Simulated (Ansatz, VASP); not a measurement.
**Two plane-wave programs on Al3H**

```xyz
8
Lattice="2.8687 0.0000 0.0546 0.0000 8.5765 0.0000 -0.0860 0.0000 4.3947" Properties=species:S:1:pos:R:3 pbc="T T T"
Al    2.1293    4.9086    1.1794
Al    0.6534    0.6203    3.2699
Al    0.6534    3.6679    3.2699
Al    2.1293    7.9561    1.1794
Al    0.6445    6.4324    3.6853
Al    2.1382    2.1441    0.7640
H     0.6785    2.1441    2.0345
H     2.1041    6.4324    2.4148
```

Change from the starting cell: the structure that the rattled cell fell into.

Alike in both runs: functional PBE; k mesh 14 × 6 × 8; occupations gaussian, width 0.1 eV; no spin polarisation.

Ansatz relaxed the structure, and its values are those at the end. VASP's run is a single point on that final structure, the one shown.

|  | VASP | Ansatz |
| --- | --- | --- |
| version | VASP 6.6.1 | Ansatz 0.2.0 |
| potentials or method | VASP PAW PBE potentials, release 64 (Al, H), cutoff 520 eV | scalar-relativistic, plane waves, PAW |
| valence electrons in the cell | 20 | 20 |

Ansatz gave:

* gap on the k mesh at the Fermi level (eV): none
* pressure (GPa): 0.0

Problem. Estimate VASP's values.

Solution. gap on the k mesh at the Fermi level (eV): none; pressure (GPa): -0.1.

A gap of «none» marks a metal or a gap that the smearing closes.
